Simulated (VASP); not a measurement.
# GaN (F-43m) in VASP: notebook

The runs below take GaN through relaxation of cell and atoms, with PBEsol.

Program: VASP 6.6.1. These are calculated values, not measurements. Logs are shortened: lines on timing, memory, paths and dates and some standing lists are left out, and cuts for length are marked.

## Step 1: The cell of the first run

Symmetry: F-43m, No. 216, cubic system. The conventional cell has a = 4.507 Å, b = 4.507 Å, c = 4.507 Å, α = 90.00°, β = 90.00°, γ = 90.00°. Within 2.6 Å of Ga (site symmetry -43m) lie 4 N at 1.95 Å. N (site symmetry -43m) has 4 Ga at 1.95 Å within 2.6 Å.

## Step 2: Relaxation of cell and atoms, PBEsol, target pressure 6 GPa, at which the enthalpy is minimised

INCAR reads:

```
SYSTEM = GaN
PREC = Accurate
ENCUT = 600
EDIFF = 1E-7
ISMEAR = 0
SIGMA = 0.01
LREAL = .False.
LASPH = .True.
NELM = 120
ALGO = Normal
ISIF = 3
LWAVE = .False.
LCHARG = .False.
GGA = PS
IBRION = 2
NSW = 80
EDIFFG = -0.005
PSTRESS = 60.0
GGA_COMPAT = .False.
NELMIN = 4
```

KPOINTS reads:

```
Automatic mesh
0
Gamma
  8 8 8
  0 0 0
```

POSCAR reads:

```
GaN
1.0
    0.0000000000      2.2535000000      2.2535000000
    2.2535000000      0.0000000000      2.2535000000
    2.2535000000      2.2535000000      0.0000000000
Ga N
1 1
Direct
    0.0000000000      0.0000000000      0.0000000000
    0.2500000000      0.2500000000      0.2500000000
```

Potentials or basis: VASP PAW PBE potentials, release 64 (Ga_d, N).

Launch:

```console
> cat potpaw_PBE.64/Ga_d/POTCAR potpaw_PBE.64/N/POTCAR > POTCAR
> mpirun -np 1 vasp_std > vasp.out
```

OUTCAR:

```text
SYSTEM = GaN
   PREC = Accurate
   ENCUT = 600
   EDIFF = 1E-7
   ISMEAR = 0
   LREAL = .False.
   LASPH = .True.
   NELM = 120
   ISIF = 3
   GGA = PS
   IBRION = 2
   NSW = 80
   EDIFFG = -0.005
   PSTRESS = 60.0
   NELMIN = 4

 ion  position               nearest neighbor table
   1  0.000  0.000  0.000-   2 1.95   2 1.95   2 1.95   2 1.95
   2  0.250  0.250  0.250-   1 1.95   1 1.95   1 1.95   1 1.95

  LATTYP: Found a face centered cubic cell.
 ALAT       =     4.5070000000

  Lattice vectors:

 A1 = (   0.0000000000,   2.2535000000,   2.2535000000)
 A2 = (   2.2535000000,   0.0000000000,   2.2535000000)
 A3 = (   2.2535000000,   2.2535000000,   0.0000000000)

Analysis of symmetry for initial positions (statically):
=====================================================================
 Subroutine PRICEL returns:
 Original cell was already a primitive cell.

 Routine SETGRP: Setting up the symmetry group for a
 face centered cubic supercell.

 Subroutine GETGRP returns: Found 24 space group operations
 (whereof 24 operations were pure point group operations)
 out of a pool of 48 trial point group operations.

The static configuration has the point symmetry T_d .

Analysis of symmetry for dynamics (positions and initial velocities):
=====================================================================
 Subroutine PRICEL returns:
 Original cell was already a primitive cell.

 Routine SETGRP: Setting up the symmetry group for a
 face centered cubic supercell.

 Subroutine GETGRP returns: Found 24 space group operations
 (whereof 24 operations were pure point group operations)
 out of a pool of 48 trial point group operations.

The dynamic configuration has the point symmetry T_d .

 Subroutine INISYM returns: Found 24 space group operations
 (whereof 24 operations are pure point group operations),
 and found     1 'primitive' translations

----------------------------------------------------------------------------------------

                                     Primitive cell

  volume of cell :      22.8877

  direct lattice vectors                    reciprocal lattice vectors
     0.000000000  2.253500000  2.253500000    -0.221877080  0.221877080  0.221877080
     2.253500000  0.000000000  2.253500000     0.221877080 -0.221877080  0.221877080
     2.253500000  2.253500000  0.000000000     0.221877080  0.221877080 -0.221877080

  length of vectors
     3.186930263  3.186930263  3.186930263     0.384302376  0.384302376  0.384302376

  position of ions in fractional coordinates (direct lattice)
     0.000000000  0.000000000  0.000000000
     0.250000000  0.250000000  0.250000000

  ion indices of the primitive-cell ions
   primitive index   ion index
                 1           1
                 2           2

----------------------------------------------------------------------------------------

 KPOINTS: Automatic mesh

Automatic generation of k-mesh.
 Grid dimensions read from file:
 generate k-points for:    8    8    8

 Generating k-lattice:

  Cartesian coordinates                     Fractional coordinates (reciprocal lattice)
    -0.027734635  0.027734635  0.027734635     0.125000000  0.000000000  0.000000000
     0.027734635 -0.027734635  0.027734635     0.000000000  0.125000000  0.000000000
     0.027734635  0.027734635 -0.027734635     0.000000000  0.000000000  0.125000000

  Length of vectors
     0.048037797  0.048037797  0.048037797

  Shift w.r.t. Gamma in fractional coordinates (k-lattice)
     0.000000000  0.000000000  0.000000000

 Subroutine IBZKPT returns following result:
 ===========================================

 Found     29 irreducible k-points:

 Following reciprocal coordinates:
            Coordinates               Weight
  0.000000  0.000000  0.000000      1.000000
  0.125000  0.000000  0.000000      8.000000
  0.250000  0.000000  0.000000      8.000000
  0.375000  0.000000  0.000000      8.000000
  0.500000  0.000000  0.000000      4.000000
  0.125000  0.125000  0.000000      6.000000
[... 16 lines left out ...]
  0.500000  0.250000  0.125000     48.000000
 -0.375000  0.250000  0.125000     24.000000
 [... further k-points ...]
   k-points           NKPTS =     29   k-points in BZ     NKDIM =     29   number of bands    NBANDS=     13
   number of dos      NEDOS =    301   number of ions     NIONS =      2
   total plane-waves  NPLWV =  21952
   dimension x,y,z NGX =    28 NGY =   28 NGZ =   28
   dimension x,y,z NGXF=    56 NGYF=   56 NGZF=   56
   ions per type =               1   1
   NGX,Y,Z   is equivalent  to a cutoff of  14.61, 14.61, 14.61 a.u.
   NGXF,Y,Z  is equivalent  to a cutoff of  29.21, 29.21, 29.21 a.u.
 SYSTEM =  GaN
   PREC   = accura    normal or accurate (medium, high low for compatibility)
   ISTART =      0    job   : 0-new  1-cont  2-samecut
   ICHARG =      2    charge: 1-file 2-atom 10-const
   ISPIN  =      1    spin polarized calculation?
   LNONCOLLINEAR =      F non collinear calculations
   LSORBIT =      F    spin-orbit coupling
   LASPH  =      T    aspherical Exc in radial PAW
   ENCUT  =  600.0 eV  44.10 Ry    6.64 a.u.   6.37  6.37  6.37*2*pi/ulx,y,z
   NELM   =    120;   NELMIN=  4; NELMDL= -5     # of ELM steps
   EDIFF  = 0.1E-06   stopping-criterion for ELM
   LREAL  =      F    real-space projection
   EDIFFG = -.5E-02   stopping-criterion for IOM
   NSW    =     80    number of steps for IOM
   IBRION =      2    ionic relax: 0-MD 1-quasi-New 2-CG
   NFREE  =      1    steps in history (QN), initial steepest desc. (CG)
   ISIF   =      3    stress and relaxation
   ISYM   =      2    0-nonsym 1-usesym 2-fastsym
   POTIM  = 0.5000    time-step for ionic-motion
   TEBEG  =    0.0;   TEEND  =   0.0 temperature during run
   PSTRESS=   60.0 pullay stress
   NELECT =      18.0000    total number of electrons
   NUPDOWN=      -1.0000    fix difference up-down
   EMIN   =  10.00;   EMAX   =-10.00  energy-range for DOS
   EFERMI =   0.00;   METHOD = LEGACY
   ISMEAR =     0;   SIGMA  =   0.01  broadening in eV -4-tet -1-fermi 0-gaus
   EFERMI_NEDOS =   21; number of points for ismear=-14 and -15
   IALGO  =     38    algorithm
   IMIX   =      4    mixing-type and parameters
     AMIX     =   0.40;   BMIX     =  1.00
     AMIX_MAG =   1.60;   BMIX_MAG =  1.00
  volume/ion in A,a.u.               =      11.44        77.23
  Fermi-wavevector in a.u.,A,eV,Ry     =   1.511117  2.855597 31.068560  2.283475
  Thomas-Fermi vector in A             =   2.621217
   LORBIT       =      0    0 simple, 1 ext, 2 COOP (PROOUT), +10 PAW based schemes
   GGA     = PS    functional components
   LHFCALC =     F    Hartree Fock is set to
   AEXX    =    0.0000 exact exchange contribution
   IVDW    =     0    specifies the selected vdW correction
   LEPSILON=     F    determine dielectric tensor
   LRPA    =     F    only Hartree local field effects (RPA)
 conjugate gradient relaxation of ions
 non-spin polarized calculation
 Gauss-broadening in eV      SIGMA  =   0.01
  energy-cutoff  :      600.00
  volume of cell :       22.89
 maximum number of plane-waves:       778
 NGX is ok and might be reduce to    28
   NGX = 13   NGY = 13   NGZ = 13

--------------------------------------- Ionic step        1  -------------------------------------------

 number of electron      18.0000005 magnetization

 Free energy of the ion-electron system (eV)
  ---------------------------------------------------
  ext. energy  EPLUGINS =         0.00000000
  ---------------------------------------------------
  free energy    TOTEN  =       -13.12320388 eV

  energy without entropy =      -13.12320388  energy(sigma->0) =      -13.12320388

------------------------ aborting loop because EDIFF is reached ----------------------------------------

  FORCE on cell =-STRESS in cart. coord.  units (eV):
  Direction    XX          YY          ZZ          XY          YZ          ZX
  --------------------------------------------------------------------------------------
  -------------------------------------------------------------------------------------
  Total       -0.2158494     -0.2158494     -0.2158494      0.0000000      0.0000000      0.0000000
  in kB      -15.1098016    -15.1098016    -15.1098016      0.0000000      0.0000000      0.0000000
  external PRESSURE =     -75.1098016 kB  Pullay stress =      60.0000000 kB
[... 61 lines left out ...]
  enthalpy is  TOTEN    =       -12.2613850784 eV   P V=        0.7922799901

--------------------------------------- Ionic step        3  -------------------------------------------

 number of electron      18.0000000 magnetization

 Free energy of the ion-electron system (eV)
  ---------------------------------------------------
  ext. energy  EPLUGINS =         0.00000000
  ---------------------------------------------------
  free energy    TOTEN  =       -13.11212338 eV

  energy without entropy =      -13.11212338  energy(sigma->0) =      -13.11212338

 E-fermi :   5.6111     XC(G=0): -12.1053

 val. band max:        5.5689028455   @ k =   0.0000   0.0000   0.0000
 cond. band min:       7.4922971366   @ k =   0.0000   0.0000   0.0000
 fundamental gap:      1.9233942910
 Fermi energy:         5.6110718506

 k-point     1 :       0.0000    0.0000    0.0000
  band No.  band energies     occupation
      1     -10.6961      2.00000
      2      -7.8759      2.00000
      3      -7.8759      2.00000
      4      -7.8759      2.00000
      5      -7.5103      2.00000
      6      -7.5103      2.00000
      7       5.5689      2.00000
      8       5.5689      2.00000
      9       5.5689      2.00000
     10       7.4923      0.00000
     11      16.0054      0.00000
     12      16.0054      0.00000
     13      16.0054      0.00000
[... 353 lines left out ...]
 k-point    24 :      -0.3750    0.2500    0.1250
  band No.  band energies     occupation
      1      -9.5111      2.00000
      2      -7.7598      2.00000
      3      -7.6886      2.00000
      4      -7.5361      2.00000
      5      -7.4741      2.00000
      6      -5.9312      2.00000
      7      -1.1347      2.00000
      8       2.4181      2.00000
      9       3.6872      2.00000
     10      12.4111      0.00000
     11      12.5730      0.00000
     12      15.8298      0.00000
     13      17.4261      0.00000

 [... further k-points ...]

------------------------ aborting loop because EDIFF is reached ----------------------------------------

  FORCE on cell =-STRESS in cart. coord.  units (eV):
  Direction    XX          YY          ZZ          XY          YZ          ZX
  --------------------------------------------------------------------------------------
  -------------------------------------------------------------------------------------
  Total        0.8195843      0.8195843      0.8195843      0.0000000      0.0000000      0.0000000
  in kB       59.5709394     59.5709394     59.5709394      0.0000000      0.0000000      0.0000000
  external PRESSURE =      -0.4290606 kB  Pullay stress =      60.0000000 kB
[... 17 lines left out ...]
  FREE ENERGIE OF THE ION-ELECTRON SYSTEM (eV)
  ---------------------------------------------------
  free  energy   TOTEN  =       -13.1121233793 eV

  energy  without entropy=      -13.1121233793  energy(sigma->0) =      -13.11212338

  enthalpy is  TOTEN    =       -12.2866359859 eV   P V=        0.8254873934

 reached required accuracy - stopping structural energy minimisation
```

Wall time 28 s (1 thread of Intel Xeon Platinum 8488C (Sapphire Rapids), shared host); peak memory 0.17 GiB.

Results:

```yaml
Free_energy: -13.1121 eV
Relaxed_volume: 11.02 Å³/atom
Relaxed_cell: a = 3.147 Å, b = 3.147 Å, c = 3.147 Å, α = 60.00°, β = 60.00°, γ = 60.00°
Space_group_after_relaxing_to_0.1_Å: F-43m (No. 216)
Energy_change_on_relaxing_the_run_minimises_the_enthalpy: +5.5 meV/atom
Ionic_steps: 3
Pressure_after_relaxing: 6.0 GPa
Band_gap_on_the_k_mesh: 1.92 eV
```

The path:
| step | energy change (eV) | largest force (eV/Å) | pressure (GPa) | volume (Å³) |
| --- | --- | --- | --- | --- |
| 1 | 0.0000 | 0.0000 | -1.51 | 22.89 |
| 2 | 0.0695 | 0.0000 | 15.56 | 21.16 |
| 3 | 0.0111 | 0.0000 | 5.96 | 22.04 |

Final structure:
```cif
data_structure
_symmetry_space_group_name_H-M 'P 1'
_symmetry_Int_Tables_number 1
_cell_length_a 3.1472
_cell_length_b 3.1472
_cell_length_c 3.1472
_cell_angle_alpha 60.000
_cell_angle_beta 60.000
_cell_angle_gamma 60.000
_cell_volume 22.04
loop_
_atom_site_label
_atom_site_type_symbol
_atom_site_fract_x
_atom_site_fract_y
_atom_site_fract_z
_atom_site_occupancy
Ga1 Ga 0.00000 0.00000 0.00000 1
N1 N 0.25000 0.25000 0.25000 1
```

Caveat: the cell is relaxed towards a set pressure, so the run minimises the enthalpy, not the energy; the PAW data sets were made with another functional, which shifts forces and pressure a little.

## Step 3: Relaxation of cell and atoms, PBEsol, target pressure 8 GPa, at which the enthalpy is minimised

INCAR reads:

```
PREC = Accurate
ENCUT = 600
EDIFF = 1E-7
ISMEAR = 0
SIGMA = 0.01
LREAL = F
LASPH = T
NELM = 120
ALGO = Normal
ISIF = 3
LWAVE = F
LCHARG = F
GGA = PS
IBRION = 2
NSW = 80
EDIFFG = -0.005
PSTRESS = 80.0
GGA_COMPAT = F
NELMIN = 4
```

KPOINTS reads:

```
regular mesh
0
Gamma
  8 8 8
```

POSCAR is that of step 2.

Potentials or basis: VASP PAW PBE potentials, release 64 (Ga_d, N).

Launch:

```console
> cat potpaw_PBE.64/Ga_d/POTCAR potpaw_PBE.64/N/POTCAR > POTCAR
> mpirun -np 1 vasp_std > vasp.out
```

Run time: 54 s. Hardware: 1 thread of Intel Xeon Platinum 8488C (Sapphire Rapids), shared host; peak memory 0.17 GiB.

The run converged. Its results:

```
Free energy                                                : -13.1032 eV
Relaxed volume                                             : 10.92 Å³/atom
Relaxed cell                                               : a = 3.137 Å, b = 3.137 Å, c = 3.137 Å, α = 60.00°, β = 60.00°, γ = 60.00°
Space group after relaxing (to 0.1 Å)                      : F-43m (No. 216)
Energy change on relaxing (the run minimises the enthalpy) : +10.0 meV/atom
Ionic steps                                                : 6
Pressure after relaxing                                    : 8.0 GPa
Band gap on the k mesh                                     : 1.98 eV
```

Step by step:
```csv
step,energy change (eV),largest force (eV/Å),pressure (GPa),volume (Å³)
1,0.0000,0.0000,-1.51,22.89
2,0.1205,0.0000,21.25,20.71
3,0.0196,0.0000,7.92,21.85
4,0.0206,0.0000,8.14,21.82
5,0.0193,0.0000,7.79,21.85
6,0.0201,0.0000,8.02,21.84
```

Final structure:
```yaml
crystal:
  lattice:
    - [0.00000, 2.21845, 2.21845]
    - [2.21845, 0.00000, 2.21845]
    - [2.21845, 2.21845, 0.00000]
  atoms:
    - { symbol: Ga, position: [0.00000, 0.00000, 0.00000] }
    - { symbol: N, position: [0.25000, 0.25000, 0.25000] }
```

Levels at points of the mesh, in eV from the valence-band top:
```
           k point  band 7  band 8  band 9  band 10  band 11  band 12
(0.00, 0.00, 0.00)    0.00    0.00    0.00     1.98    10.50    10.50
(0.50, 0.00, 0.00)   -7.43   -1.04   -1.04     4.88     8.86    10.51
(0.50, 0.50, 0.00)   -6.38   -2.91   -2.91     3.23     6.83    11.92
```

Caveat: the cell is relaxed towards a set pressure, so the run minimises the enthalpy, not the energy; the PAW data sets were made with another functional, which shifts forces and pressure a little.
